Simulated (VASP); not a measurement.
Input of a VASP 6.6.1 run:

The input INCAR:

```
  ALGO = Normal
  EDIFF = 1E-6
  ENCUT = 520
  GGA = PS
  ISIF = 2
  ISMEAR = 0
  LASPH = True
  LCHARG = False
  LREAL = False
  LWAVE = False
  NBANDS = 30
  NELM = 60
  PREC = Accurate
  SIGMA = 0.1
```

The input KPOINTS:

```
k-points
0
Gamma
  2 2 2
```

POSCAR

```
Ga3Se
1.0
    4.4324650000      0.0000000000      0.0000000000
    0.0000000000      4.4324650000      0.0000000000
    0.0000000000      0.0000000000      4.4324650000
Ga Se
3 1
Direct
    0.0000000000      0.5000000000      0.5000000000
    0.5000000000      0.0000000000      0.5000000000
    0.5000000000      0.5000000000      0.0000000000
    0.0000000000      0.0000000000      0.0000000000
```

Potentials or basis: VASP PAW PBE potentials, release 64 (Ga_d, Se).

Run with:

```sh
$ cat potpaw_PBE.64/Ga_d/POTCAR potpaw_PBE.64/Se/POTCAR > POTCAR
$ mpirun -np 1 vasp_std > vasp.out
```

Problem. Estimate the pressure.

Solution. 0.7 GPa.

Problem. Predict the band gap on the k mesh.

Solution. Zero (an odd number of electrons rules out a gap without spin polarisation).

Caveat: the k points lie up to 0.71 Å⁻¹ apart, too coarse for converged energies and pressures of a metal; the PAW data sets were made with another functional, which shifts forces and pressure a little.
